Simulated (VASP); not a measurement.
**Ti4H5: single point with r2SCAN**

The system is Ti4H5.

```
CELL_PARAMETERS angstrom
4.23099 0.00000 0.00000
0.00000 4.23099 0.00000
0.00000 0.00000 4.52130
ATOMIC_POSITIONS crystal
Ti 0.74384 0.25616 0.75415
Ti 0.25616 0.74384 0.75415
Ti 0.25616 0.25616 0.24585
Ti 0.74384 0.74384 0.24585
H 0.50000 0.00000 0.50000
H 0.50000 0.00000 0.00000
H 0.00000 0.50000 0.50000
H 0.00000 0.50000 0.00000
H 0.00000 0.00000 0.50000
```

* Program: VASP 6.6.1
* Task: single point
* Functional: r2SCAN
* Potentials or basis: VASP PAW PBE potentials, release 64 (Ti_sv, H)
* Cutoff: 520 eV
* k mesh: 10 × 10 × 8
* Occupations: gaussian, width 0.1 eV
* Spin: no spin polarisation
* Dipole correction: no
* Further INCAR settings: ALGO = Normal; EDIFF = 1e-06; NBANDS = 36

| Quantity | Value |
| --- | --- |
| Pressure | 0.4 GPa |
| Largest force | 0.017 eV/Å |
| Band gap on the k mesh | zero (an odd number of electrons rules out a gap without spin polarisation) |

Forces on the atoms (eV/Å):
```
Ti  -0.011  0.011  0.008
Ti   0.011 -0.011  0.008
Ti   0.011  0.011 -0.008
Ti  -0.011 -0.011 -0.008
H    0.000  0.000  0.000
H    0.000  0.000  0.000
H    0.000  0.000  0.000
H    0.000  0.000  0.000
H    0.000  0.000  0.000
```

Levels at points of the mesh, in eV from the Fermi level:
| k point | band 23 | band 24 | band 25 | band 26 | band 27 | band 28 | band 29 | band 30 |
| --- | --- | --- | --- | --- | --- | --- | --- | --- |
| (0.00, 0.00, 0.00) | -2.83 | -2.83 | -2.14 | -0.06 | 0.41 | 0.41 | 0.60 | 1.70 |
| (0.50, 0.00, 0.00) | -1.84 | -1.80 | -1.19 | -0.91 | 0.49 | 0.92 | 0.97 | 1.08 |
| (0.50, 0.50, 0.00) | -1.45 | -0.99 | -0.72 | -0.72 | -0.36 | -0.25 | 1.26 | 1.32 |
| (0.00, 0.00, 0.50) | -1.98 | -1.72 | -1.10 | -0.58 | -0.13 | 0.21 | 1.21 | 1.21 |
| (0.50, 0.00, 0.50) | -1.32 | -1.21 | -0.65 | -0.54 | -0.47 | -0.30 | 1.14 | 1.16 |
| (0.50, 0.50, 0.50) | -1.24 | -0.52 | -0.16 | -0.16 | 0.18 | 0.25 | 0.41 | 0.49 |

It took 21 min on 1 thread of Intel Xeon 8259CL, on a shared host, peak memory 0.35 GiB.

Caveat: the PAW data sets were made with another functional, which shifts forces and pressure a little.
